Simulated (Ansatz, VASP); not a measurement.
Al: VASP beside Ansatz

Contents of INCAR:

```
SYSTEM = Al
ALGO     = Normal         ! electronic algorithm
EDIFF    = 1E-6           ! SCF threshold, eV
ENCUT    = 500            ! plane-wave cutoff, eV
GGA      = CA             ! functional
GGA_COMPAT= .False.      
ISIF     = 2              ! what is computed and relaxed
ISMEAR   = 0              ! smearing method
LASPH    = .True.         ! aspherical terms in the spheres
LCHARG   = .False.        ! write CHGCAR
LREAL    = .False.        ! projectors in reciprocal space
LWAVE    = .False.        ! write WAVECAR
NBANDS   = 8              ! bands
NELM     = 120            ! most SCF steps
PREC     = Accurate       ! precision mode
SIGMA    = 0.1            ! smearing width, eV
```

The input KPOINTS:

```
k-points
0
Gamma
  18 18 18
  0 0 0
```

Contents of POSCAR:

```
Al
1.0
    0.0000000000      2.0498440849      2.0498440849
    2.0498440849      0.0000000000      2.0498440849
    2.0498440849      2.0498440849      0.0000000000
Al
1
Direct
    0.0000000000      0.0000000000      0.0000000000
```

Input for Ansatz:

```yaml
crystal:
  lattice:
    - [0.0, 2.0498440849, 2.0498440849]
    - [2.0498440849, 0.0, 2.0498440849]
    - [2.0498440849, 2.0498440849, 0.0]
  atoms:
    - { symbol: Al, position: [0.0, 0.0, 0.0] }
basis:
  ecutwfc: 420
kpoints:
  mp_grid: { grid: [18, 18, 18] }
hamiltonian:
  xc: lda
  pseudopotentials: { kind: paw }
scf:
  occupations: { method: gaussian, width: 0.1 }
output:
  forces: true
  stress: true
  eigenvalues: true
  write_density: true
  write_potential: true
  elf: true
  volumetric_format: npy
```

Alike in both runs: task single point; functional LDA; k mesh 18 × 18 × 18; occupations gaussian, width 0.1 eV; no spin polarisation.

|  | VASP | Ansatz |
| --- | --- | --- |
| version | VASP 6.6.1 | Ansatz 0.2.0 |
| potentials or method | VASP PAW LDA potentials, release 64 (Al), cutoff 500 eV | scalar-relativistic, plane waves, PAW |
| valence electrons in the cell | 3 | 3 |

```tsv
	VASP	Ansatz	Ansatz less VASP
gap on the k mesh at the Fermi level (eV)	none	none	-
pressure (GPa)	-5.9	-5.9	-0.03
```

LDA's correlation is that of Perdew and Zunger in VASP and of Perdew and Wang (1992) in Ansatz. A gap of «none» marks a metal or a gap that the smearing closes.
